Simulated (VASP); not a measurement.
# CdS (P3m1) in VASP: a series of runs

The runs below take CdS through single point, with PBE0, HSE06.

Everything below comes from runs of VASP 6.6.1. Logs are shortened: lines on timing, memory, paths and dates and some standing lists are left out, and cuts for length are marked.

## 1. The cell of the first run

The structure is trigonal, space group P3m1 (No. 156). The conventional cell has a = 4.224 Å, b = 4.224 Å, c = 5.840 Å, α = 90.00°, β = 90.00°, γ = 120.00°. Cd (site symmetry 3m) has 3 S at 2.44 Å within 3.2 Å. S (site symmetry 3m) has 3 Cd at 2.44 Å within 3.2 Å.

## 2. Single point, PBE0

The input, POSCAR:

```
CdS
1.0
    4.2238184149      0.0000000000      0.0000000000
   -2.1119092075      3.6579340482      0.0000000000
    0.0000000000      0.0000000000      5.8401019765
Cd S
1 1
Direct
    0.0000000000      0.0000000000      0.4379876146
    0.6666666667      0.3333333333      0.4390123854
```

The input, INCAR.step1:

```
PREC     = Accurate       # precision mode
ENCUT    = 520            # plane-wave cutoff, eV
EDIFF    = 1E-5           # SCF threshold, eV
ISMEAR   = -1             # smearing method
SIGMA    = 0.05           # smearing width, eV
LREAL    = F              # projectors in reciprocal space
LASPH    = T              # aspherical terms in the spheres
NELM     = 100            # most SCF steps
ALGO     = Normal         # electronic algorithm
ISIF     = 2              # what is computed and relaxed
LWAVE    = T              # write WAVECAR
LCHARG   = F              # write CHGCAR
GGA      = PE             # functional
NBANDS   = 16             # bands
```

The input, INCAR.step2:

```
PREC     = Accurate       # precision mode
ENCUT    = 520            # plane-wave cutoff, eV
EDIFF    = 1E-7           # SCF threshold, eV
ISMEAR   = -1             # smearing method
SIGMA    = 0.05           # smearing width, eV
LREAL    = F              # projectors in reciprocal space
LASPH    = T              # aspherical terms in the spheres
NELM     = 100            # most SCF steps
ALGO     = Normal         # electronic algorithm
ISIF     = 2              # what is computed and relaxed
LWAVE    = F              # write WAVECAR
LCHARG   = F              # write CHGCAR
GGA      = PE             # functional
LHFCALC  = T              # exact exchange
AEXX     = 0.25           # exact-exchange fraction
PRECFOCK = Normal       
ISTART   = 1            
NBANDS   = 16             # bands
```

The input, KPOINTS:

```
Automatic mesh
0
Gamma
  4 4 3
```

Potentials or basis: VASP PAW PBE potentials, release 64 (Cd, S).

On the command line:

```bash
$ cat potpaw_PBE.64/Cd/POTCAR potpaw_PBE.64/S/POTCAR > POTCAR
$ cp INCAR.step1 INCAR
$ mpirun -np 1 vasp_std > vasp.out
$ cp INCAR.step2 INCAR
$ mpirun -np 1 vasp_std > vasp.out
```

OUTCAR:

```text
PREC = Accurate
   ENCUT = 520
   EDIFF = 1E-7
   ISMEAR = -1
   LREAL = F
   LASPH = T
   NELM = 100
   ISIF = 2
   GGA = PE
   LHFCALC = T
   AEXX = 0.25
   PRECFOCK = Normal
   ISTART = 1

 ion  position               nearest neighbor table
   1  0.000  0.000  0.438-   2 2.44   2 2.44   2 2.44
   2  0.667  0.333  0.439-   1 2.44   1 2.44   1 2.44

  LATTYP: Found a hexagonal cell.
 ALAT       =     4.2238184149
 C/A-ratio  =     1.3826593387

  Lattice vectors:

 A1 = (   4.2238184149,   0.0000000000,   0.0000000000)
 A2 = (  -2.1119092075,   3.6579340482,   0.0000000000)
 A3 = (   0.0000000000,   0.0000000000,   5.8401019765)

Analysis of symmetry for initial positions (statically):
=====================================================================
 Subroutine PRICEL returns:
 Original cell was already a primitive cell.

 Routine SETGRP: Setting up the symmetry group for a
 hexagonal supercell.

 Subroutine GETGRP returns: Found  6 space group operations
 (whereof  6 operations were pure point group operations)
 out of a pool of 24 trial point group operations.

The static configuration has the point symmetry C_3v.

Analysis of symmetry for dynamics (positions and initial velocities):
=====================================================================
 Subroutine PRICEL returns:
 Original cell was already a primitive cell.

 Routine SETGRP: Setting up the symmetry group for a
 hexagonal supercell.

 Subroutine GETGRP returns: Found  6 space group operations
 (whereof  6 operations were pure point group operations)
 out of a pool of 24 trial point group operations.

The dynamic configuration has the point symmetry C_3v.

 Subroutine INISYM returns: Found  6 space group operations
 (whereof  6 operations are pure point group operations),
 and found     1 'primitive' translations

----------------------------------------------------------------------------------------

                                     Primitive cell

  volume of cell :      90.2322

[... 71 lines left out ...]
   NELM   =    100;   NELMIN=  2; NELMDL=  0     # of ELM steps
   EDIFF  = 0.1E-06   stopping-criterion for ELM
   LREAL  =      F    real-space projection
   EDIFFG = 0.1E-05   stopping-criterion for IOM
   NSW    =      0    number of steps for IOM
   IBRION =     -1    ionic relax: 0-MD 1-quasi-New 2-CG
   NFREE  =      0    steps in history (QN), initial steepest desc. (CG)
   ISIF   =      2    stress and relaxation
   ISYM   =      3    0-nonsym 1-usesym 2-fastsym
   POTIM  = 0.5000    time-step for ionic-motion
   TEBEG  =    0.0;   TEEND  =   0.0 temperature during run
   PSTRESS=    0.0 pullay stress
   NELECT =      18.0000    total number of electrons
   NUPDOWN=      -1.0000    fix difference up-down
   EMIN   =  10.00;   EMAX   =-10.00  energy-range for DOS
   EFERMI =   0.00;   METHOD = LEGACY
   ISMEAR =    -1;   SIGMA  =   0.05  broadening in eV -4-tet -1-fermi 0-gaus
   EFERMI_NEDOS =   21; number of points for ismear=-14 and -15
   IALGO  =     38    algorithm
   IMIX   =      1    mixing-type and parameters
     AMIX     =   0.40;   BMIX     =  1.00
     AMIX_MAG =   1.60;   BMIX_MAG =  1.00
  volume/ion in A,a.u.               =      45.12       304.46
  Fermi-wavevector in a.u.,A,eV,Ry     =   0.956559  1.807635 12.449404  0.915005
  Thomas-Fermi vector in A             =   2.085498
   LORBIT       =      0    0 simple, 1 ext, 2 COOP (PROOUT), +10 PAW based schemes
   GGA     = PE    functional components
   LHFCALC =     T    Hartree Fock is set to
   PRECFOCK=normal    Normal, Fast or Accurate (Low or Medium for compatibility)
   ENCUT4O =  -1.0   cutoff for four orbital integrals eV
   NKREDX  =     1    reduce k-point grid by
   NKREDY  =     1    reduce k-point grid by
   NKREDZ  =     1    reduce k-point grid by
   AEXX    =    0.2500 exact exchange contribution
   HFSCREEN=    0.0000 screening length (either q_TF or 0.3 A-1)
   HFSCREENC=   0.0000 screening length for correlation (either q_TF or 0.3 A-1)
   ENCUTFOCK=  -1.0 apply spherical cutoff to Coloumb kernel
   IVDW    =     0    specifies the selected vdW correction
   LEPSILON=     F    determine dielectric tensor
   LRPA    =     F    only Hartree local field effects (RPA)
 non-spin polarized calculation
  energy-cutoff  :      520.00
  volume of cell :       90.23
 maximum number of plane-waves:      2451
 NGX is ok and might be reduce to    32
  NGX = 24; NGY = 24; NGZ = 36

 number of electron      17.9999991 magnetization

 Free energy of the ion-electron system (eV)
  ---------------------------------------------------
  ext. energy  EPLUGINS =         0.00000000
  ---------------------------------------------------
  free energy    TOTEN  =        -7.64651400 eV

  energy without entropy =       -7.64651400  energy(sigma->0) =       -7.64651400

 E-fermi :  -1.8328     XC(G=0):  -4.8202

 val. band max:       -2.9998800956   @ k =   0.0000   0.0000   0.3333
 cond. band min:       0.2853662875   @ k =   0.0000   0.0000   0.0000
 fundamental gap:      3.2852463831
 Fermi energy:        -1.8327808390

 k-point     1 :       0.0000    0.0000    0.0000
  band No.  band energies     occupation
      1     -15.9597      2.00000
      2     -11.8906      2.00000
      3     -11.8906      2.00000
      4     -11.3841      2.00000
      5     -11.3841      2.00000
      6     -11.1175      2.00000
[... 148 lines left out ...]
      3     -11.5517      2.00000
      4     -11.4874      2.00000
      5     -11.4150      2.00000
      6     -10.8170      2.00000
[... 8 lines left out ...]
     15       8.8999      0.00000
     16      10.1262      0.00000

------------------------ aborting loop because EDIFF is reached ----------------------------------------

  FORCE on cell =-STRESS in cart. coord.  units (eV):
  Direction    XX          YY          ZZ          XY          YZ          ZX
  --------------------------------------------------------------------------------------
  -------------------------------------------------------------------------------------
  Total        0.1376251      0.1376251     -0.0098058     -0.0000000      0.0000000      0.0000000
  in kB        2.4436940      2.4436940     -0.1741136     -0.0000000      0.0000000      0.0000000
  external PRESSURE =       1.5710915 kB  Pullay stress =       0.0000000 kB

 VOLUME and BASIS-vectors are now :
 -----------------------------------------------------------------------------
  energy-cutoff  :      520.00
  volume of cell :       90.23
      direct lattice vectors                 reciprocal lattice vectors
     4.223818415  0.000000000  0.000000000     0.236752602  0.136689178  0.000000000
    -2.111909208  3.657934048  0.000000000     0.000000000  0.273378357  0.000000000
     0.000000000  0.000000000  5.840101976     0.000000000  0.000000000  0.171229887

 POSITION                                       TOTAL-FORCE (eV/Angst)
 -----------------------------------------------------------------------------------
      0.00000      0.00000      2.55789         0.000000      0.000000      0.001225
      2.11191      1.21931      2.56388        -0.000000     -0.000000     -0.001225
 -----------------------------------------------------------------------------------
    total drift:                               -0.000033      0.000020      0.000267

  FREE ENERGIE OF THE ION-ELECTRON SYSTEM (eV)
  ---------------------------------------------------
  free  energy   TOTEN  =        -7.6465139966 eV

  energy  without entropy=       -7.6465139966  energy(sigma->0) =       -7.64651400
```

OSZICAR.step1:

```text
N       E                     dE             d eps       ncg     rms          rms(c)
DAV:   1     0.108746452596E+03    0.10875E+03   -0.77193E+03   288   0.927E+02
DAV:   2    -0.677569143756E+00   -0.10942E+03   -0.10463E+03   360   0.235E+02
DAV:   3    -0.635161411813E+01   -0.56740E+01   -0.56524E+01   344   0.550E+01
DAV:   4    -0.640655793098E+01   -0.54944E-01   -0.54937E-01   376   0.524E+00
DAV:   5    -0.640763809619E+01   -0.10802E-02   -0.10802E-02   360   0.689E-01    0.795E+00
DAV:   6    -0.565032947599E+01    0.75731E+00   -0.12562E+00   416   0.128E+01    0.620E+00
DAV:   7    -0.561354097676E+01    0.36788E-01   -0.32560E-01   328   0.370E+00    0.299E+00
DAV:   8    -0.561268881825E+01    0.85216E-03   -0.35483E-02   376   0.226E+00    0.345E-01
DAV:   9    -0.561223342828E+01    0.45539E-03   -0.43314E-03   344   0.884E-01    0.122E-01
DAV:  10    -0.561262488531E+01   -0.39146E-03   -0.48678E-04   352   0.177E-01    0.110E-01
DAV:  11    -0.561286493144E+01   -0.24005E-03   -0.34315E-04   320   0.132E-01    0.448E-02
DAV:  12    -0.561284947270E+01    0.15459E-04   -0.47495E-05   376   0.844E-02    0.131E-02
DAV:  13    -0.561285099472E+01   -0.15220E-05   -0.67042E-06   264   0.167E-02
   1 F= -.56128510E+01 E0= -.56128510E+01  d E =-.438031E-07
```

It took 4.5 min on 1 thread of Intel Xeon Platinum 8559C (Emerald Rapids), shared host; peak memory 0.22 GiB.

Results:

* Free energy: -7.6465 eV
* Pressure: 0.2 GPa
* Band gap on the k mesh: 3.29 eV

Stress tensor (GPa, compression positive):
```
 0.24  0.00  0.00
 0.00  0.24  0.00
 0.00  0.00 -0.02
```

Levels at points of the mesh, in eV from the valence-band top:
| k point | band 5 | band 6 | band 7 | band 8 | band 9 | band 10 | band 11 | band 12 | band 13 | band 14 |
| --- | --- | --- | --- | --- | --- | --- | --- | --- | --- | --- |
| (0.00, 0.00, 0.00) | -8.38 | -8.12 | -1.37 | 0.00 | 0.00 | 3.29 | 7.09 | 8.86 | 8.86 | 8.90 |
| (0.50, 0.00, 0.00) | -8.40 | -7.88 | -3.95 | -1.46 | -0.37 | 5.56 | 6.85 | 8.44 | 8.97 | 11.94 |

Caveat: the k points lie up to 0.43 Å⁻¹ apart; the PAW data sets were made with another functional, which shifts forces and pressure a little; an odd mesh through Γ misses points on the zone boundary, where band edges can lie.

(Part 1 of 2 ends here.)
